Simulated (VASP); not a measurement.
## NaCl: relaxation of cell and atoms with LDA

NaCl:

```
CELL_PARAMETERS angstrom
0.00000 2.84709 2.84709
2.84709 0.00000 2.84709
2.84709 2.84709 0.00000
ATOMIC_POSITIONS crystal
Na 0.00000 0.00000 0.00000
Cl 0.50000 0.50000 0.50000
```

```yaml
Program: VASP 6.6.1
Task: relaxation of cell and atoms
Functional: LDA
Potentials_or_basis: VASP PAW LDA potentials, release 64 (Na_pv, Cl)
Cutoff: 600 eV
k_mesh: 8 × 8 × 8
Occupations: fermi-dirac, width 0.02 eV
Spin: no spin polarisation
Dipole_correction: no
Further_INCAR_settings: ALGO = Normal; EDIFF = 1e-07; IBRION = 2; EDIFFG = -0.005; NSW = 80; ISIF = 3
```

* Relaxed volume: 20.40 Å³/atom
* Relaxed cell: a = 3.864 Å, b = 3.864 Å, c = 3.864 Å, α = 60.00°, β = 60.00°, γ = 60.00°
* Space group after relaxing (to 0.05 Å): Fm-3m (No. 225)
* Energy gained by relaxing: 27.6 meV/atom
* Ionic steps: 4
* Pressure after relaxing: 0.0 GPa
* Band gap on the k mesh: 5.08 eV, direct

The path:
| step | energy change (eV) | largest force (eV/Å) | pressure (GPa) | volume (Å³) |
| --- | --- | --- | --- | --- |
| 1 | 0.0000 | 0.0000 | -2.95 | 46.16 |
| 2 | -0.0410 | 0.0000 | -1.69 | 43.38 |
| 3 | -0.0551 | 0.0000 | -0.21 | 41.09 |
| 4 | -0.0553 | 0.0000 | 0.01 | 40.79 |

Final structure:
```
Na Cl
1.0
     0.00000    2.73221    2.73221
     2.73221    0.00000    2.73221
     2.73221    2.73221    0.00000
Na Cl
1 1
Cartesian
  2.7322 0.0000 2.7322
  2.7322 2.7322 2.7322
```

Levels at points of the mesh, in eV from the valence-band top:
```
           k point  band 3  band 4  band 5  band 6  band 7  band 8  band 9  band 10  band 11
(0.00, 0.00, 0.00)  -20.63  -12.82    0.00    0.00    0.00    5.08   10.93    10.93    10.93
(0.50, 0.00, 0.00)  -20.63  -12.35   -2.33   -0.33   -0.33    7.05   10.90    10.90    11.05
(0.50, 0.50, 0.00)  -20.64  -12.30   -2.01   -0.72   -0.72    7.44    7.64    11.62    15.19
```

Run time: 19 s on 1 thread of Intel(R) Xeon(R) Platinum 8559C (Emerald Rapids) (shared host), peak memory 0.16 GiB.

Caveat: the volume moved by -12 % from the deposited cell, more than functionals usually miss. Zero-point motion and thermal expansion aren't in these numbers.
